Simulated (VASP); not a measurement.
# LiCl in VASP: a series of runs, part 2 of 2

VASP 6.6.1. The steps go on from the part before.

### Step 3. Single point, PBEsol

The input, INCAR:

```
SYSTEM = LiCl
PREC = Accurate ; ENCUT = 750
EDIFF = 1E-6 ; ISMEAR = 0
SIGMA = 0.01 ; LREAL = .False.
LASPH = .True. ; NELM = 120
ALGO = Normal ; ISIF = 2
LWAVE = .False. ; LCHARG = .True.
GGA = PS ; LELF = .True.
LVHAR = .True. ; NBANDS = 12
GGA_COMPAT = .False.
```

The input, KPOINTS:

```
Automatic mesh
0
Gamma
  4 4 4
  0 0 0
```

The input, POSCAR:

```
LiCl
1.0
    0.0000000000      2.5647700000      2.5647700000
    2.5647700000      0.0000000000      2.5647700000
    2.5647700000      2.5647700000      0.0000000000
Li Cl
1 1
Direct
    0.9281700000      0.9797200000      0.0597600000
    0.5074702030      0.4535797970      0.5346397970
```

Potentials or basis: VASP PAW PBE potentials, release 64 (Li_sv, Cl).

Launch:

```console
cat potpaw_PBE.64/Li_sv/POTCAR potpaw_PBE.64/Cl/POTCAR > POTCAR
mpirun -np 1 vasp_std > vasp.out
```

OUTCAR:

```text
SYSTEM = LiCl
   PREC = Accurate
   ENCUT = 750
   EDIFF = 1E-6
   ISMEAR = 0
   LREAL = .False.
   LASPH = .True.
   NELM = 120
   ISIF = 2
   GGA = PS

 ion  position               nearest neighbor table
   1  0.928  0.980  0.060-   2 2.43   2 2.44   2 2.44
   2  0.507  0.454  0.535-   1 2.43   1 2.44   1 2.44

  LATTYP: Found a face centered cubic cell.
 ALAT       =     5.1295400000

  Lattice vectors:

 A1 = (   0.0000000000,   2.5647700000,   2.5647700000)
 A2 = (   2.5647700000,   0.0000000000,   2.5647700000)
 A3 = (   2.5647700000,   2.5647700000,   0.0000000000)

Analysis of symmetry for initial positions (statically):
=====================================================================
 Subroutine PRICEL returns:
 Original cell was already a primitive cell.

 Routine SETGRP: Setting up the symmetry group for a
 face centered cubic supercell.

 Subroutine GETGRP returns: Found  1 space group operations
 (whereof  1 operations were pure point group operations)
 out of a pool of 48 trial point group operations.

The static configuration has the point symmetry C_1 .

Analysis of symmetry for dynamics (positions and initial velocities):
=====================================================================
 Subroutine PRICEL returns:
 Original cell was already a primitive cell.

 Routine SETGRP: Setting up the symmetry group for a
 face centered cubic supercell.

 Subroutine GETGRP returns: Found  1 space group operations
 (whereof  1 operations were pure point group operations)
 out of a pool of 48 trial point group operations.

The dynamic configuration has the point symmetry C_1 .

 Subroutine INISYM returns: Found  1 space group operations
 (whereof  1 operations are pure point group operations),
 and found     1 'primitive' translations

----------------------------------------------------------------------------------------

                                     Primitive cell

  volume of cell :      33.7423

  direct lattice vectors                    reciprocal lattice vectors
     0.000000000  2.564770000  2.564770000    -0.194949255  0.194949255  0.194949255
     2.564770000  0.000000000  2.564770000     0.194949255 -0.194949255  0.194949255
[... 118 lines left out ...]
  energy-cutoff  :      750.00
  volume of cell :       33.74
 maximum number of plane-waves:      1591
   NGX = 17   NGY = 17   NGZ = 17

 number of electron      10.0000000 magnetization

 Free energy of the ion-electron system (eV)
  ---------------------------------------------------
  ext. energy  EPLUGINS =         0.00000000
  ---------------------------------------------------
  free energy    TOTEN  =        -7.60625365 eV

  energy without entropy =       -7.60625365  energy(sigma->0) =       -7.60625365

 E-fermi :   0.6872     XC(G=0):  -8.8958

 val. band max:        0.5638795203   @ k =   0.0000   0.0000   0.0000
 cond. band min:       6.6402234429   @ k =   0.0000   0.0000   0.0000
 fundamental gap:      6.0763439226
 Fermi energy:         0.6872330746

 k-point     1 :       0.0000    0.0000    0.0000
  band No.  band energies     occupation
      1     -42.2405      2.00000
      2     -12.8674      2.00000
      3       0.4958      2.00000
      4       0.4988      2.00000
      5       0.5639      2.00000
      6       6.6402      0.00000
      7      12.0840      0.00000
      8      12.2349      0.00000
      9      12.2461      0.00000
     10      14.5264      0.00000
     11      14.5517      0.00000
     12      15.4631      0.00000
[... 331 lines left out ...]
 k-point    24 :       0.5000    0.0000    0.2500
  band No.  band energies     occupation
      1     -42.2370      2.00000
      2     -12.1701      2.00000
      3      -2.0068      2.00000
      4      -0.7923      2.00000
      5      -0.2300      2.00000
      6       8.4806      0.00000
      7      10.0431      0.00000
      8      11.2567      0.00000
      9      11.7146      0.00000
     10      15.0869      0.00000
     11      18.1293      0.00000
     12      19.1741      0.00000

 [... further k-points ...]

------------------------ aborting loop because EDIFF is reached ----------------------------------------

  FORCE on cell =-STRESS in cart. coord.  units (eV):
  Direction    XX          YY          ZZ          XY          YZ          ZX
  --------------------------------------------------------------------------------------
  -------------------------------------------------------------------------------------
  Total       -0.1193383     -0.1012148     -0.1076284      0.0088104     -0.0092846      0.0085141
  in kB       -5.6665014     -4.8059493     -5.1104848      0.4183423     -0.4408558      0.4042733
  external PRESSURE =      -5.1943118 kB  Pullay stress =       0.0000000 kB

 VOLUME and BASIS-vectors are now :
 -----------------------------------------------------------------------------
  energy-cutoff  :      750.00
  volume of cell :       33.74
      direct lattice vectors                 reciprocal lattice vectors
     0.000000000  2.564770000  2.564770000    -0.194949255  0.194949255  0.194949255
     2.564770000  0.000000000  2.564770000     0.194949255 -0.194949255  0.194949255
     2.564770000  2.564770000  0.000000000     0.194949255  0.194949255 -0.194949255

 POSITION                                       TOTAL-FORCE (eV/Angst)
 -----------------------------------------------------------------------------------
      2.66603      2.53381      4.89330        -0.091905      0.099843      0.097070
      2.53456      2.67277      2.46487         0.091905     -0.099843     -0.097070
 -----------------------------------------------------------------------------------
    total drift:                                0.000379     -0.000194     -0.000241

  FREE ENERGIE OF THE ION-ELECTRON SYSTEM (eV)
  ---------------------------------------------------
  free  energy   TOTEN  =        -7.6062536527 eV

  energy  without entropy=       -7.6062536527  energy(sigma->0) =       -7.60625365
```

OSZICAR:

```text
N       E                     dE             d eps       ncg     rms          rms(c)
DAV:   1     0.516205562345E+02    0.51621E+02   -0.50449E+03   864   0.975E+02
DAV:   2    -0.347705330763E+01   -0.55098E+02   -0.52429E+02  1072   0.166E+02
DAV:   3    -0.757670935984E+01   -0.40997E+01   -0.40836E+01  1416   0.451E+01
DAV:   4    -0.766790808225E+01   -0.91199E-01   -0.91160E-01  1152   0.659E+00
DAV:   5    -0.766952235737E+01   -0.16143E-02   -0.16142E-02  1224   0.761E-01    0.230E+00
DAV:   6    -0.760664637816E+01    0.62876E-01   -0.13072E-01  1096   0.164E+00    0.156E+00
DAV:   7    -0.760411102047E+01    0.25354E-02   -0.41170E-02  1300   0.108E+00    0.768E-01
DAV:   8    -0.760622469342E+01   -0.21137E-02   -0.43649E-03  1036   0.480E-01    0.111E-01
DAV:   9    -0.760621561353E+01    0.90799E-05   -0.17934E-04  1164   0.988E-02    0.393E-02
DAV:  10    -0.760625429364E+01   -0.38680E-04   -0.50612E-05  1116   0.545E-02    0.195E-02
DAV:  11    -0.760625365267E+01    0.64098E-06   -0.81924E-06  1204   0.174E-02
   1 F= -.76062537E+01 E0= -.76062537E+01  d E =-.728728E-70
```

Wall time 25 s (1 thread of Intel Xeon 8259CL, shared host); peak memory 0.18 GiB.

What came out:

```
Free energy            : -7.6063 eV
Pressure               : -0.5 GPa
Largest force          : 0.167 eV/Å
Band gap on the k mesh : 6.08 eV, direct
```

Forces on the atoms (eV/Å):
```
Li  -0.092  0.100  0.097
Cl   0.092 -0.100 -0.097
```

Caveat: the k points lie up to 0.53 Å⁻¹ apart; the PAW data sets were made with another functional, which shifts forces and pressure a little. Expect the measured gap to be larger: semilocal functionals such as PBEsol lack the derivative discontinuity.

### Step 4. Single point, PBEsol

The input, INCAR:

```
SYSTEM = LiCl
  PREC = Accurate
  ENCUT = 750
  EDIFF = 1E-6
  ISMEAR = 0
  SIGMA = 0.01
  LREAL = .False.
  LASPH = .True.
  NELM = 120
  ALGO = Normal
  ISIF = 2
  LWAVE = .False.
  LCHARG = .False.
  GGA = PS
  NBANDS = 12
  GGA_COMPAT = .False.
```

The input, KPOINTS:

```
regular mesh
0
Gamma
  4 4 4
  0 0 0
```

Changes to POSCAR since step 3:

```diff
@@ -9,2 +9,2 @@
     0.9281700000      0.9797200000      0.0597600000
-    0.5074702030      0.4535797970      0.5346397970
+    0.5090297970      0.4520202030      0.5330802030
```

Launch:

```console
cat potpaw_PBE.64/Li_sv/POTCAR potpaw_PBE.64/Cl/POTCAR > POTCAR
mpirun -np 1 vasp_std > vasp.out
```

Run time: 26 s. Hardware: 1 thread of Intel Xeon 8259CL, shared host; peak memory 0.18 GiB.

Results (log left out):

```yaml
Free_energy: -7.6055 eV
Pressure: -0.5 GPa
Largest_force: 0.170 eV/Å
Band_gap_on_the_k_mesh: 6.07 eV, direct
```

Forces in eV/Å, atoms in the order of the input:
```
Li  -0.099  0.099  0.096
Cl   0.099 -0.099 -0.096
```

Levels at points of the mesh, in eV from the valence-band top:
| k point | band 1 | band 2 | band 3 | band 4 | band 5 | band 6 | band 7 | band 8 | band 9 | band 10 |
| --- | --- | --- | --- | --- | --- | --- | --- | --- | --- | --- |
| (0.00, 0.00, 0.00) | -42.80 | -13.43 | -0.07 | -0.07 | 0.00 | 6.07 | 11.51 | 11.67 | 11.67 | 13.96 |
| (0.50, 0.00, 0.00) | -42.80 | -12.85 | -2.90 | -0.33 | -0.33 | 6.60 | 9.35 | 9.35 | 12.58 | 16.67 |
| (0.00, 0.50, 0.00) | -42.80 | -12.86 | -2.91 | -0.35 | -0.30 | 6.57 | 9.46 | 9.47 | 12.82 | 16.17 |
| (0.00, 0.00, 0.50) | -42.80 | -12.86 | -2.91 | -0.35 | -0.30 | 6.57 | 9.46 | 9.47 | 12.82 | 16.17 |
| (0.50, 0.50, 0.50) | -42.80 | -12.86 | -2.91 | -0.35 | -0.30 | 6.57 | 9.46 | 9.47 | 12.82 | 16.17 |
| (0.50, 0.50, 0.00) | -42.80 | -12.61 | -2.99 | -1.19 | -1.13 | 7.63 | 7.99 | 12.32 | 14.01 | 14.31 |
| (0.00, 0.50, 0.50) | -42.80 | -12.61 | -2.99 | -1.19 | -1.13 | 7.63 | 7.99 | 12.33 | 14.01 | 14.31 |
| (0.50, 0.00, 0.50) | -42.80 | -12.61 | -2.99 | -1.19 | -1.13 | 7.63 | 7.99 | 12.33 | 14.01 | 14.31 |

Caveat: the k points lie up to 0.53 Å⁻¹ apart; the PAW data sets were made with another functional, which shifts forces and pressure a little. A hybrid or GW would open this gap; PBEsol tends to underestimate it.

### Step 5. Single point, PBEsol

The input, INCAR:

```
SYSTEM = LiCl
PREC = Accurate ; ENCUT = 750
EDIFF = 1E-6 ; ISMEAR = 0
SIGMA = 0.01 ; LREAL = .FALSE.
LASPH = .TRUE. ; NELM = 120
ALGO = Normal ; ISIF = 2
LWAVE = .FALSE. ; LCHARG = .TRUE.
GGA = PS ; LELF = .TRUE.
LVHAR = .TRUE. ; NBANDS = 12
GGA_COMPAT = .FALSE.
```

The input, KPOINTS:

```
Automatic mesh
0
G
  4 4 4
  0 0 0
```

Changes to POSCAR since step 4:

```diff
@@ -9,2 +9,2 @@
     0.9281700000      0.9797200000      0.0597600000
-    0.5090297970      0.4520202030      0.5330802030
+    0.5051308119      0.4559191881      0.5369791881
```

Launch:

```console
cat potpaw_PBE.64/Li_sv/POTCAR potpaw_PBE.64/Cl/POTCAR > POTCAR
mpirun -np 1 vasp_std > vasp.out
```

It took 27 s on 1 thread of Intel Xeon 8259CL, shared host; peak memory 0.18 GiB.

Results (log left out):

- Free energy: -7.6073 eV
- Pressure: -0.6 GPa
- Largest force: 0.163 eV/Å
- Band gap on the k mesh: 6.08 eV, direct

Forces on the atoms (eV/Å):
```
Li  -0.081  0.101  0.098
Cl   0.081 -0.101 -0.098
```

Stress tensor (GPa, compression positive):
```
-0.69  0.04  0.04
 0.04 -0.47 -0.04
 0.04 -0.04 -0.50
```

Levels at points of the mesh, in eV from the valence-band top:
```tsv
k point	band 3	band 4	band 5	band 6	band 7	band 8
(0.00, 0.00, 0.00)	-0.07	-0.06	0.00	6.08	11.53	11.67
(0.50, 0.00, 0.00)	-2.90	-0.33	-0.32	6.59	9.35	9.36
(0.00, 0.50, 0.00)	-2.91	-0.34	-0.30	6.56	9.46	9.46
(0.00, 0.00, 0.50)	-2.91	-0.34	-0.30	6.56	9.46	9.47
(0.50, 0.50, 0.50)	-2.91	-0.34	-0.29	6.57	9.45	9.46
(0.50, 0.50, 0.00)	-2.99	-1.18	-1.13	7.65	8.00	12.33
(0.00, 0.50, 0.50)	-2.99	-1.19	-1.13	7.64	7.99	12.31
(0.50, 0.00, 0.50)	-2.99	-1.18	-1.13	7.65	8.00	12.33
```

Caveat: the k points lie up to 0.53 Å⁻¹ apart; the PAW data sets were made with another functional, which shifts forces and pressure a little. A k mesh can miss the band edges.
